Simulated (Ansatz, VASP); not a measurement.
## Te2Mo in VASP and in Ansatz

Contents of INCAR:

```
SYSTEM = Te2Mo
PREC = Accurate ; ENCUT = 520
EDIFF = 1E-7 ; ISMEAR = 0
SIGMA = 0.05 ; LREAL = .False.
LASPH = .True. ; NELM = 60
ALGO = Normal ; ISIF = 2
LWAVE = .False. ; LCHARG = .False.
LDIPOL = .True. ; IDIPOL = 3
DIPOL = 0.5 0.5 0.398 ; GGA = PE
IVDW = 12 ; NBANDS = 35
```

Contents of KPOINTS:

```
regular mesh
0
Gamma
  9 9 1
  0 0 0
```

Contents of POSCAR:

```
Te2Mo
1.0
    3.5038817216      0.0000000000      0.0000000000
   -1.7519408608      3.0344505828      0.0000000000
    0.0000000000      0.0000000000     24.7677194079
Te Mo
4 2
Direct
    0.3333333333      0.6666666667      0.1816881048
    0.3333333333      0.6666666667      0.3284056788
    0.6666666667      1.3333333333      0.4668923898
    0.6666666667      1.3333333333      0.6136099637
    0.6666666667      0.3333333333      0.2550468918
    0.3333333333      1.6666666667      0.5402511768
```

Input for Ansatz:

```yaml
crystal:
  lattice:
    - [3.5038817216, 0.0, 0.0]
    - [-1.7519408608, 3.0344505828, 0.0]
    - [0.0, 0.0, 24.7677194079]
  atoms:
    - { symbol: Te, position: [0.3333333333, 0.6666666667, 0.1816881048] }
    - { symbol: Mo, position: [0.6666666667, 0.3333333333, 0.2550468918] }
    - { symbol: Te, position: [0.3333333333, 0.6666666667, 0.3284056788] }
    - { symbol: Te, position: [0.6666666667, 1.3333333333, 0.4668923898] }
    - { symbol: Mo, position: [0.3333333333, 1.6666666667, 0.5402511768] }
    - { symbol: Te, position: [0.6666666667, 1.3333333333, 0.6136099637] }
basis:
  ecutwfc: 420
kpoints:
  mp_grid: { grid: [9, 9, 1] }
hamiltonian:
  xc: pbe
  pseudopotentials: { kind: paw, azcp: { folder: soft_1 } }
  dispersion: d3bj
scf:
  occupations: { method: gaussian, width: 0.05 }
output:
  forces: true
  eigenvalues: true
efield:
  axis: 3
  dipole_correction: true
  ramp_width: 0.04
```

Alike in both runs: task single point; functional PBE; dispersion D3(BJ); k mesh 9 × 9 × 1; occupations gaussian, width 0.05 eV; no spin polarisation.

```csv
,VASP,Ansatz
version,VASP 6.6.1,Ansatz 0.2.0
potentials or method,"VASP PAW PBE potentials, release 64 (Te, Mo_sv), cutoff 520 eV","scalar-relativistic, plane waves, PAW"
valence electrons in the cell,52,92
```

```tsv
	VASP	Ansatz	Ansatz less VASP
gap on the k mesh at the Fermi level (eV)	1.06	1.05	-0.004
least direct gap on the mesh (eV)	1.14	1.14	+0.001
rms of the force components (eV/Å)	0.032	0.028	-0.0042
```

VASP's potentials hold 52 valence electrons a cell and Ansatz's 92, so a difference there can come from the potentials and not from the codes.

Neither program's run includes spin-orbit coupling.
